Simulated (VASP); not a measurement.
# PbO (P4/mmm) in VASP: relaxation of cell and atoms with PBE

Aim: the relaxation of cell and atoms of PbO with PBE.

Everything below comes from runs of VASP 6.6.1. Logs are shortened: lines on timing, memory, paths and dates and some standing lists are left out, and cuts for length are marked.

### 1 The cell of the first run

The structure is tetragonal, space group P4/mmm (No. 123). The conventional cell has a = 3.324 Å, b = 3.324 Å, c = 4.357 Å, α = 90.00°, β = 90.00°, γ = 90.00°. Pb (site symmetry 4/mmm) has 8 O at 3.20 Å and 6 Pb at 3.32 to 4.36 Å within 4.4 Å. Within 4.4 Å of O (site symmetry 4/mmm) lie 8 Pb at 3.20 Å and 6 O at 3.32 to 4.36 Å.

### 2 Relaxation of cell and atoms, PBE

INCAR

```
PREC = Accurate
ENCUT = 600
EDIFF = 1E-6
ISMEAR = 0
SIGMA = 0.1
LREAL = F
LASPH = T
NELM = 100
ALGO = Normal
ISIF = 3
LWAVE = F
LCHARG = F
GGA = PE
IBRION = 2
NSW = 90
EDIFFG = -0.04
```

KPOINTS

```
Automatic mesh
0
Gamma
  6 6 4
```

POSCAR

```
PbO
1.0
    3.3238556173      0.0000000000      0.0000000000
    0.0000000000      3.3238556173      0.0000000000
    0.0000000000      0.0000000000      4.3566250413
Pb O
1 1
Direct
    0.5000000000      0.5000000000      0.5000000000
    0.0000000000      0.0000000000      0.0000000000
```

Potentials or basis: VASP PAW PBE potentials, release 64 (Pb_d, O).

Launch:

```
cat potpaw_PBE.64/Pb_d/POTCAR potpaw_PBE.64/O/POTCAR > POTCAR
mpirun -np 1 vasp_std > vasp.out
```

OUTCAR:

```text
PREC = Accurate
   ENCUT = 600
   EDIFF = 1E-6
   ISMEAR = 0
   LREAL = F
   LASPH = T
   NELM = 100
   ISIF = 3
   GGA = PE
   IBRION = 2
   NSW = 90
   EDIFFG = -0.04

 ion  position               nearest neighbor table
   1  0.500  0.500  0.500-
   2  0.000  0.000  0.000-

  LATTYP: Found a simple tetragonal cell.
 ALAT       =     3.3238556173
 C/A-ratio  =     1.3107142857

  Lattice vectors:

 A1 = (   3.3238556173,   0.0000000000,   0.0000000000)
 A2 = (   0.0000000000,   3.3238556173,   0.0000000000)
 A3 = (   0.0000000000,   0.0000000000,   4.3566250413)

Analysis of symmetry for initial positions (statically):
=====================================================================
 Subroutine PRICEL returns:
 Original cell was already a primitive cell.

 Routine SETGRP: Setting up the symmetry group for a
 simple tetragonal supercell.

 Subroutine GETGRP returns: Found 16 space group operations
 (whereof 16 operations were pure point group operations)
 out of a pool of 16 trial point group operations.

The static configuration has the point symmetry D_4h.

Analysis of symmetry for dynamics (positions and initial velocities):
=====================================================================
 Subroutine PRICEL returns:
 Original cell was already a primitive cell.

 Routine SETGRP: Setting up the symmetry group for a
 simple tetragonal supercell.

 Subroutine GETGRP returns: Found 16 space group operations
 (whereof 16 operations were pure point group operations)
 out of a pool of 16 trial point group operations.

The dynamic configuration has the point symmetry D_4h.

 Subroutine INISYM returns: Found 16 space group operations
 (whereof 16 operations are pure point group operations),
 and found     1 'primitive' translations

----------------------------------------------------------------------------------------

                                     Primitive cell

  volume of cell :      48.1321

  direct lattice vectors                    reciprocal lattice vectors
     3.323855617  0.000000000  0.000000000     0.300855427  0.000000000  0.000000000
     0.000000000  3.323855617  0.000000000     0.000000000  0.300855427  0.000000000
     0.000000000  0.000000000  4.356625041     0.000000000  0.000000000  0.229535475

  length of vectors
     3.323855617  3.323855617  4.356625041     0.300855427  0.300855427  0.229535475

  position of ions in fractional coordinates (direct lattice)
     0.500000000  0.500000000  0.500000000
     0.000000000  0.000000000  0.000000000

  ion indices of the primitive-cell ions
   primitive index   ion index
                 1           1
[... 68 lines left out ...]
   LNONCOLLINEAR =      F non collinear calculations
   LSORBIT =      F    spin-orbit coupling
   LASPH  =      T    aspherical Exc in radial PAW
   ENCUT  =  600.0 eV  44.10 Ry    6.64 a.u.   6.64  6.64  8.70*2*pi/ulx,y,z
   NELM   =    100;   NELMIN=  2; NELMDL= -5     # of ELM steps
   EDIFF  = 0.1E-05   stopping-criterion for ELM
   LREAL  =      F    real-space projection
   EDIFFG = -.4E-01   stopping-criterion for IOM
   NSW    =     90    number of steps for IOM
   IBRION =      2    ionic relax: 0-MD 1-quasi-New 2-CG
   NFREE  =      1    steps in history (QN), initial steepest desc. (CG)
   ISIF   =      3    stress and relaxation
   ISYM   =      2    0-nonsym 1-usesym 2-fastsym
   POTIM  = 0.5000    time-step for ionic-motion
   TEBEG  =    0.0;   TEEND  =   0.0 temperature during run
   PSTRESS=    0.0 pullay stress
   NELECT =      20.0000    total number of electrons
   NUPDOWN=      -1.0000    fix difference up-down
   EMIN   =  10.00;   EMAX   =-10.00  energy-range for DOS
   EFERMI =   0.00;   METHOD = LEGACY
   ISMEAR =     0;   SIGMA  =   0.10  broadening in eV -4-tet -1-fermi 0-gaus
   EFERMI_NEDOS =   21; number of points for ismear=-14 and -15
   IALGO  =     38    algorithm
   IMIX   =      4    mixing-type and parameters
     AMIX     =   0.40;   BMIX     =  1.00
     AMIX_MAG =   1.60;   BMIX_MAG =  1.00
  volume/ion in A,a.u.               =      24.07       162.41
  Fermi-wavevector in a.u.,A,eV,Ry     =   1.221631  2.308548 20.305090  1.492382
  Thomas-Fermi vector in A             =   2.356806
   LORBIT       =      0    0 simple, 1 ext, 2 COOP (PROOUT), +10 PAW based schemes
   GGA     = PE    functional components
   LHFCALC =     F    Hartree Fock is set to
   AEXX    =    0.0000 exact exchange contribution
   IVDW    =     0    specifies the selected vdW correction
   LEPSILON=     F    determine dielectric tensor
   LRPA    =     F    only Hartree local field effects (RPA)
 conjugate gradient relaxation of ions
 non-spin polarized calculation
 Gauss-broadening in eV      SIGMA  =   0.10
  energy-cutoff  :      600.00
  volume of cell :       48.13
 maximum number of plane-waves:      1630
 NGX is ok and might be reduce to    28
   NGX = 13   NGY = 13   NGZ = 17

--------------------------------------- Ionic step        1  -------------------------------------------

 number of electron      20.0000007 magnetization

 Free energy of the ion-electron system (eV)
  ---------------------------------------------------
  ext. energy  EPLUGINS =         0.00000000
  ---------------------------------------------------
  free energy    TOTEN  =        -8.14417813 eV

  energy without entropy =       -8.13715466  energy(sigma->0) =       -8.14066640

 E-fermi :   3.2103     XC(G=0):  -9.2934

 val. band max:        3.1737064678   @ k =   0.5000   0.0000   0.5000
 cond. band min:       3.2938321864   @ k =   0.5000   0.1667   0.0000
 fundamental gap:      0.1201257187
 Fermi energy:         3.2102712053

 k-point     1 :       0.0000    0.0000    0.0000
  band No.  band energies     occupation
      1     -14.2257      2.00000
      2     -13.9562      2.00000
      3     -13.7679      2.00000
      4     -13.7404      2.00000
      5     -13.7404      2.00000
      6     -12.3885      2.00000
      7      -5.9598      2.00000
      8       1.1349      2.00000
      9       2.8935      1.99999
     10       2.8935      1.99999
     11       7.0299      0.00000
     12       9.5327      0.00000
     13       9.5327      0.00000
     14      10.7815      0.00000
[... 642 lines left out ...]
--------------------------------------- Ionic step        8  -------------------------------------------

 number of electron      20.0000000 magnetization

 Free energy of the ion-electron system (eV)
  ---------------------------------------------------
  ext. energy  EPLUGINS =         0.00000000
  ---------------------------------------------------
  free energy    TOTEN  =        -9.76636839 eV

  energy without entropy =       -9.76636276  energy(sigma->0) =       -9.76636557

 E-fermi :   6.8925     XC(G=0): -11.1624

 val. band max:        6.6281213729   @ k =   0.1667   0.1667   0.2500
 cond. band min:       7.1372293878   @ k =   0.5000   0.0000   0.0000
 fundamental gap:      0.5091080149
 Fermi energy:         6.8925385250

 k-point     1 :       0.0000    0.0000    0.0000
  band No.  band energies     occupation
      1     -10.2193      2.00000
      2      -9.9673      2.00000
      3      -9.9658      2.00000
      4      -9.3197      2.00000
      5      -9.3196      2.00000
      6      -9.3196      2.00000
      7      -1.4949      2.00000
      8       5.1537      2.00000
      9       5.1537      2.00000
     10       5.1644      2.00000
     11      15.2779      0.00000
     12      15.2779      0.00000
     13      15.2881      0.00000
     14      16.5312      0.00000
[... 420 lines left out ...]
  FREE ENERGIE OF THE ION-ELECTRON SYSTEM (eV)
  ---------------------------------------------------
  free  energy   TOTEN  =        -9.7663683877 eV

  energy  without entropy=       -9.7663627563  energy(sigma->0) =       -9.76636557

 reached required accuracy - stopping structural energy minimisation
```

OSZICAR:

```text
N       E                     dE             d eps       ncg     rms          rms(c)
DAV:   1     0.170378635750E+03    0.17038E+03   -0.11065E+04   840   0.175E+03
DAV:   2     0.538798286031E+01   -0.16499E+03   -0.15966E+03   954   0.391E+02
DAV:   3    -0.110813999499E+02   -0.16469E+02   -0.15895E+02  1034   0.118E+02
DAV:   4    -0.114605021304E+02   -0.37910E+00   -0.37882E+00   994   0.207E+01
[... 75 lines left out ...]
DAV:   3    -0.976721948994E+01    0.31896E-02   -0.10708E-02  1184   0.220E+00    0.180E-01
DAV:   4    -0.976640277590E+01    0.81671E-03   -0.26396E-03  1142   0.871E-01    0.461E-02
DAV:   5    -0.976636904979E+01    0.33726E-04   -0.23103E-04   998   0.248E-01    0.118E-02
DAV:   6    -0.976636795787E+01    0.10919E-05   -0.30264E-05  1140   0.857E-02    0.422E-03
DAV:   7    -0.976636838766E+01   -0.42978E-06   -0.20648E-06   608   0.143E-02
   8 F= -.97663684E+01 E0= -.97663656E+01  d E =-.949192E-03
```

Wall time 61 s (1 thread of Intel Xeon 6975P-C (Granite Rapids), shared host); peak memory 0.2 GiB.

Results:

| Item | Value |
| --- | --- |
| Free energy | -9.7664 eV |
| Relaxed volume | 16.56 Å³/atom |
| Relaxed cell | a = 3.212 Å, b = 3.212 Å, c = 3.210 Å, α = 90.00°, β = 90.00°, γ = 90.00° |
| Space group after relaxing (to 0.1 Å) | Pm-3m (No. 221) |
| Energy gained by relaxing | 811.1 meV/atom |
| Ionic steps | 8 |
| Pressure after relaxing | 0.1 GPa |
| Band gap on the k mesh | 0.51 eV (least direct gap 0.70 eV) |

Stress tensor (GPa, compression positive):
```
0.06 0.00 0.00
0.00 0.06 0.00
0.00 0.00 0.25
```

Step by step:
```
step  energy change (eV)  largest force (eV/Å)  pressure (GPa)  volume (Å³)
   1              0.0000                0.0000          -12.56        48.13
   2             -1.5060                0.0000           -5.59        35.71
   3             -1.6107                0.0000           -0.59        33.39
   4             -1.6171                0.0000            1.61        32.63
   5             -1.6166                0.0000            0.75        32.91
   6             -1.6212                0.0000           -0.82        33.47
   7             -1.6212                0.0000           -0.68        33.41
   8             -1.6222                0.0000            0.12        33.12
```

Final structure:
```xyz
2
Lattice="3.2118 0.0000 0.0000 0.0000 3.2118 0.0000 0.0000 0.0000 3.2102" Properties=species:S:1:pos:R:3 pbc="T T T"
Pb    1.6059    1.6059    1.6051
O     0.0000    0.0000    0.0000
```

Levels at points of the mesh, in eV from the valence-band top:
| k point | band 6 | band 7 | band 8 | band 9 | band 10 | band 11 | band 12 | band 13 | band 14 |
| --- | --- | --- | --- | --- | --- | --- | --- | --- | --- |
| (0.00, 0.00, 0.00) | -15.95 | -8.12 | -1.47 | -1.47 | -1.46 | 8.65 | 8.65 | 8.66 | 9.90 |
| (0.50, 0.00, 0.00) | -15.93 | -8.76 | -0.70 | -0.69 | -0.19 | 0.51 | 7.92 | 7.94 | 11.27 |
| (0.50, 0.50, 0.00) | -15.00 | -5.74 | -4.18 | -4.18 | -0.68 | 4.12 | 4.12 | 9.94 | 10.72 |
| (0.00, 0.00, 0.50) | -15.93 | -8.75 | -0.70 | -0.70 | -0.19 | 0.51 | 7.93 | 7.93 | 11.27 |
| (0.50, 0.00, 0.50) | -15.00 | -5.73 | -4.17 | -4.17 | -0.69 | 4.11 | 4.13 | 9.93 | 10.71 |
| (0.50, 0.50, 0.50) | -15.61 | -3.27 | -1.92 | -1.92 | -1.91 | 1.00 | 1.01 | 1.01 | 13.34 |

Caveat: the volume moved by over 15 % at a fixed basis, so the end points are rough; spin-orbit coupling is left out, which moves the levels of the heavy elements. A k mesh can miss the band edges.
